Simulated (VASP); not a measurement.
# PbSe (I4/mmm) in VASP: a series of runs

PbSe is run at these levels: LDA; tasks: single point.

Program: VASP 6.6.1. These are calculated values, not measurements. Logs are shortened: lines on timing, memory, paths and dates and some standing lists are left out, and cuts for length are marked.

### Step 1. The cell of the first run

The structure is tetragonal, space group I4/mmm (No. 139). Conventional cell: a = 4.572 Å, b = 4.572 Å, c = 5.495 Å, α = 90.00°, β = 90.00°, γ = 90.00°. Within 3.6 Å of Pb (site symmetry 4/mmm) lie 6 Se at 2.75 to 3.23 Å. Within 3.6 Å of Se (site symmetry 4/mmm) lie 6 Pb at 2.75 to 3.23 Å.

### Step 2. Single point, LDA

Input file INCAR:

```
ALGO = Normal
EDIFF = 1E-7
ENCUT = 520
GGA = CA
ISIF = 2
ISMEAR = 0
LASPH = True
LCHARG = False
LREAL = False
LWAVE = False
NBANDS = 17
NELM = 80
PREC = Accurate
SIGMA = 0.03
```

Input file KPOINTS:

```
k-points
0
Gamma
  10 10 10
```

Input file POSCAR:

```
PbSe
1.0
    0.0000000000      3.2326112919      2.7477195981
    3.2326112919      0.0000000000      2.7477195981
    3.2326112919      3.2326112919      0.0000000000
Pb Se
1 1
Direct
    0.0000000000      0.0000000000      0.0000000000
    0.5000000000      0.5000000000      0.5000000000
```

Potentials or basis: VASP PAW LDA potentials, release 64 (Pb_d, Se).

Started as:

```sh
$ cat potpaw_LDA.64/Pb_d/POTCAR potpaw_LDA.64/Se/POTCAR > POTCAR
$ mpirun -np 1 vasp_std > vasp.out
```

OUTCAR:

```text
EDIFF = 1E-7
   ENCUT = 520
   GGA = CA
   ISIF = 2
   ISMEAR = 0
   LASPH = True
   LREAL = False
   NELM = 80
   PREC = Accurate

 ion  position               nearest neighbor table
   1  0.000  0.000  0.000-   2 2.75   2 2.75   2 3.23   2 3.23   2 3.23   2 3.23
   2  0.500  0.500  0.500-   1 2.75   1 2.75   1 3.23   1 3.23   1 3.23   1 3.23

  LATTYP: Found a body centered tetragonal cell.
 ALAT       =     4.5716027309
 C/A-ratio  =     1.2020815280

  Lattice vectors:

 A1 = (   0.0000000000,  -3.2326112919,  -2.7477195981)
 A2 = (   0.0000000000,   3.2326112919,  -2.7477195981)
 A3 = (   3.2326112919,   0.0000000000,   2.7477195981)

Analysis of symmetry for initial positions (statically):
=====================================================================
 Subroutine PRICEL returns:
 Original cell was already a primitive cell.

 Routine SETGRP: Setting up the symmetry group for a
 body centered tetragonal supercell.

 Subroutine GETGRP returns: Found 16 space group operations
 (whereof 16 operations were pure point group operations)
 out of a pool of 16 trial point group operations.

The static configuration has the point symmetry D_4h.

Analysis of symmetry for dynamics (positions and initial velocities):
=====================================================================
 Subroutine PRICEL returns:
 Original cell was already a primitive cell.

 Routine SETGRP: Setting up the symmetry group for a
 body centered tetragonal supercell.

 Subroutine GETGRP returns: Found 16 space group operations
 (whereof 16 operations were pure point group operations)
 out of a pool of 16 trial point group operations.

The dynamic configuration has the point symmetry D_4h.

 Subroutine INISYM returns: Found 16 space group operations
 (whereof 16 operations are pure point group operations),
 and found     1 'primitive' translations

----------------------------------------------------------------------------------------

                                     Primitive cell

  volume of cell :      57.4261

  direct lattice vectors                    reciprocal lattice vectors
     0.000000000  3.232611292  2.747719598    -0.154673716  0.154673716  0.181969077
     3.232611292  0.000000000  2.747719598     0.154673716 -0.154673716  0.181969077
     3.232611292  3.232611292  0.000000000     0.154673716  0.154673716 -0.181969077

  length of vectors
     4.242609899  4.242609899  4.571602731     0.284535871  0.284535871  0.284535871

  position of ions in fractional coordinates (direct lattice)
     0.000000000  0.000000000  0.000000000
     0.500000000  0.500000000  0.500000000

  ion indices of the primitive-cell ions
   primitive index   ion index
                 1           1
                 2           2

----------------------------------------------------------------------------------------

 KPOINTS: k-points

Automatic generation of k-mesh.
 Grid dimensions read from file:
 generate k-points for:   10   10   10

 Generating k-lattice:

  Cartesian coordinates                     Fractional coordinates (reciprocal lattice)
    -0.015467372  0.015467372  0.018196908     0.100000000 -0.000000000  0.000000000
     0.015467372 -0.015467372  0.018196908    -0.000000000  0.100000000  0.000000000
     0.015467372  0.015467372 -0.018196908     0.000000000  0.000000000  0.100000000

  Length of vectors
     0.028453587  0.028453587  0.028453587

  Shift w.r.t. Gamma in fractional coordinates (k-lattice)
     0.000000000  0.000000000  0.000000000

 Subroutine IBZKPT returns following result:
 ===========================================

 Found    102 irreducible k-points:

 Following reciprocal coordinates:
            Coordinates               Weight
  0.000000  0.000000  0.000000      1.000000
  0.100000  0.000000  0.000000      8.000000
  0.200000  0.000000  0.000000      8.000000
  0.300000 -0.000000  0.000000      8.000000
  0.400000  0.000000  0.000000      8.000000
  0.500000  0.000000  0.000000      4.000000
[... 16 lines left out ...]
  0.300000  0.300000  0.000000      2.000000
  0.400000  0.300000  0.000000      8.000000
 [... further k-points ...]
   k-points           NKPTS =    102   k-points in BZ     NKDIM =    102   number of bands    NBANDS=     17
   number of dos      NEDOS =    301   number of ions     NIONS =      2
   total plane-waves  NPLWV =  36864
   dimension x,y,z NGX =    32 NGY =   32 NGZ =   36
   dimension x,y,z NGXF=    64 NGYF=   64 NGZF=   72
   ions per type =               1   1
   NGX,Y,Z   is equivalent  to a cutoff of  12.54, 12.54, 13.09 a.u.
   NGXF,Y,Z  is equivalent  to a cutoff of  25.08, 25.08, 26.18 a.u.
 SYSTEM =  unknown system
   PREC   = accura    normal or accurate (medium, high low for compatibility)
   ISTART =      0    job   : 0-new  1-cont  2-samecut
   ICHARG =      2    charge: 1-file 2-atom 10-const
   ISPIN  =      1    spin polarized calculation?
   LNONCOLLINEAR =      F non collinear calculations
   LSORBIT =      F    spin-orbit coupling
   LASPH  =      T    aspherical Exc in radial PAW
   ENCUT  =  520.0 eV  38.22 Ry    6.18 a.u.   7.89  7.89  8.50*2*pi/ulx,y,z
   NELM   =     80;   NELMIN=  2; NELMDL= -5     # of ELM steps
   EDIFF  = 0.1E-06   stopping-criterion for ELM
   LREAL  =      F    real-space projection
   EDIFFG = 0.1E-05   stopping-criterion for IOM
   NSW    =      0    number of steps for IOM
   IBRION =     -1    ionic relax: 0-MD 1-quasi-New 2-CG
   NFREE  =      0    steps in history (QN), initial steepest desc. (CG)
   ISIF   =      2    stress and relaxation
   ISYM   =      2    0-nonsym 1-usesym 2-fastsym
   POTIM  = 0.5000    time-step for ionic-motion
   TEBEG  =    0.0;   TEEND  =   0.0 temperature during run
   PSTRESS=    0.0 pullay stress
   NELECT =      20.0000    total number of electrons
   NUPDOWN=      -1.0000    fix difference up-down
   EMIN   =  10.00;   EMAX   =-10.00  energy-range for DOS
   EFERMI =   0.00;   METHOD = LEGACY
   ISMEAR =     0;   SIGMA  =   0.03  broadening in eV -4-tet -1-fermi 0-gaus
   EFERMI_NEDOS =   21; number of points for ismear=-14 and -15
   IALGO  =     38    algorithm
   IMIX   =      4    mixing-type and parameters
     AMIX     =   0.40;   BMIX     =  1.00
     AMIX_MAG =   1.60;   BMIX_MAG =  1.00
  volume/ion in A,a.u.               =      28.71       193.77
  Fermi-wavevector in a.u.,A,eV,Ry     =   1.151812  2.176610 18.050462  1.326672
  Thomas-Fermi vector in A             =   2.288467
   LORBIT       =      0    0 simple, 1 ext, 2 COOP (PROOUT), +10 PAW based schemes
   GGA     = CA    functional components
   LHFCALC =     F    Hartree Fock is set to
   AEXX    =    0.0000 exact exchange contribution
   IVDW    =     0    specifies the selected vdW correction
   LEPSILON=     F    determine dielectric tensor
   LRPA    =     F    only Hartree local field effects (RPA)
 non-spin polarized calculation
 Gauss-broadening in eV      SIGMA  =   0.03
  energy-cutoff  :      520.00
  volume of cell :       57.43
 maximum number of plane-waves:      1562
   NGX = 15   NGY = 15   NGZ = 17

 number of electron      20.0000000 magnetization

 Free energy of the ion-electron system (eV)
  ---------------------------------------------------
  ext. energy  EPLUGINS =         0.00000000
  ---------------------------------------------------
  free energy    TOTEN  =        -8.99430645 eV

  energy without entropy =       -8.99429643  energy(sigma->0) =       -8.99430144

 E-fermi :   5.3726     XC(G=0):  -9.8040

 val. band max:        5.3127234753   @ k =  -0.4000  -0.0000   0.1000
 cond. band min:       5.4325706701   @ k =  -0.4000  -0.0000   0.1000
 fundamental gap:      0.1198471949
 Fermi energy:         5.3726470411

 k-point     1 :       0.0000    0.0000    0.0000
  band No.  band energies     occupation
      1     -11.9493      2.00000
      2     -11.9205      2.00000
      3     -11.9011      2.00000
      4     -11.8754      2.00000
      5     -11.8754      2.00000
      6      -8.7939      2.00000
[... 9 lines left out ...]
     16      12.1301      0.00000
     17      12.5360      0.00000

 k-point     2 :       0.1000    0.0000    0.0000
  band No.  band energies     occupation
      1     -11.9477      2.00000
      2     -11.9201      2.00000
      3     -11.9011      2.00000
      4     -11.8735      2.00000
      5     -11.8727      2.00000
      6      -8.7223      2.00000
[... 9 lines left out ...]
     16      12.1255      0.00000
     17      12.3605      0.00000

 k-point     3 :       0.2000    0.0000    0.0000
  band No.  band energies     occupation
      1     -11.9441      2.00000
      2     -11.9208      2.00000
      3     -11.9013      2.00000
      4     -11.8682      2.00000
      5     -11.8638      2.00000
      6      -8.5164      2.00000
[... 9 lines left out ...]
     16      12.4192      0.00000
     17      13.7837      0.00000

 k-point     4 :       0.3000   -0.0000    0.0000
  band No.  band energies     occupation
      1     -11.9409      2.00000
      2     -11.9238      2.00000
      3     -11.9018      2.00000
      4     -11.8612      2.00000
      5     -11.8507      2.00000
      6      -8.2131      2.00000
[... 9 lines left out ...]
     16      13.3176      0.00000
     17      15.3380      0.00000
[... 343 lines left out ...]
      1     -11.9960      2.00000
      2     -11.9189      2.00000
      3     -11.8973      2.00000
      4     -11.8613      2.00000
      5     -11.8550      2.00000
      6      -8.1371      2.00000
[... 9 lines left out ...]
     16      14.7148      0.00000
     17      14.9476      0.00000

 k-point    23 :       0.3000    0.3000    0.0000
  band No.  band energies     occupation
      1     -11.9861      2.00000
      2     -11.9192      2.00000
      3     -11.8969      2.00000
      4     -11.8406      2.00000
      5     -11.8406      2.00000
      6      -7.7488      2.00000
[... 9 lines left out ...]
     16      14.0467      0.00000
     17      16.4729      0.00000

 k-point    24 :       0.4000    0.3000    0.0000
  band No.  band energies     occupation
      1     -12.0257      2.00000
      2     -11.9214      2.00000
      3     -11.8947      2.00000
      4     -11.8331      2.00000
      5     -11.8313      2.00000
      6      -7.4454      2.00000
[... 9 lines left out ...]
     16      14.8869      0.00000
     17      17.0156      0.00000

 [... further k-points ...]

------------------------ aborting loop because EDIFF is reached ----------------------------------------

  FORCE on cell =-STRESS in cart. coord.  units (eV):
  Direction    XX          YY          ZZ          XY          YZ          ZX
  --------------------------------------------------------------------------------------
  -------------------------------------------------------------------------------------
  Total       -2.2597625     -2.2597625      6.7923959      0.0000000      0.0000000     -0.0000000
  in kB      -63.0469381    -63.0469381    189.5065381      0.0000000      0.0000000     -0.0000000
  external PRESSURE =      21.1375540 kB  Pullay stress =       0.0000000 kB

 VOLUME and BASIS-vectors are now :
 -----------------------------------------------------------------------------
  energy-cutoff  :      520.00
  volume of cell :       57.43
      direct lattice vectors                 reciprocal lattice vectors
     0.000000000  3.232611292  2.747719598    -0.154673716  0.154673716  0.181969077
     3.232611292  0.000000000  2.747719598     0.154673716 -0.154673716  0.181969077
     3.232611292  3.232611292  0.000000000     0.154673716  0.154673716 -0.181969077

 POSITION                                       TOTAL-FORCE (eV/Angst)
 -----------------------------------------------------------------------------------
      0.00000      0.00000      0.00000         0.000000     -0.000000      0.000000
      3.23261      3.23261      2.74772        -0.000000      0.000000      0.000000
 -----------------------------------------------------------------------------------
    total drift:                                0.000000     -0.000000     -0.000000

  FREE ENERGIE OF THE ION-ELECTRON SYSTEM (eV)
  ---------------------------------------------------
  free  energy   TOTEN  =        -8.9943064482 eV

  energy  without entropy=       -8.9942964265  energy(sigma->0) =       -8.99430144
```

Run time: 40 s. Hardware: 1 thread of Intel Xeon 6975P-C (Granite Rapids), shared host; peak memory 0.23 GiB.

What came out:

```yaml
Free_energy: -8.9943 eV
Pressure: 2.1 GPa
Band_gap_on_the_k_mesh: 0.12 eV
```

Stress tensor (GPa, compression positive):
```
-6.30  0.00  0.00
 0.00 -6.30  0.00
 0.00  0.00 18.95
```

Levels at points of the mesh, in eV from the valence-band top:
```
           k point  band 8  band 9  band 10  band 11  band 12  band 13
(0.00, 0.00, 0.00)   -3.42   -1.84    -1.84     3.07     3.07     5.91
(0.50, 0.00, 0.00)   -2.05   -1.94    -0.38     0.25     0.73     2.05
(0.50, 0.50, 0.00)   -5.71   -3.96    -3.96     2.79     4.69     4.69
(0.50, 0.00, 0.50)   -5.40   -4.46    -2.69     3.55     3.56     4.95
```

Caveat: spin-orbit coupling is left out, which moves the levels of the heavy elements.

(Continued in part 2 of 2.)
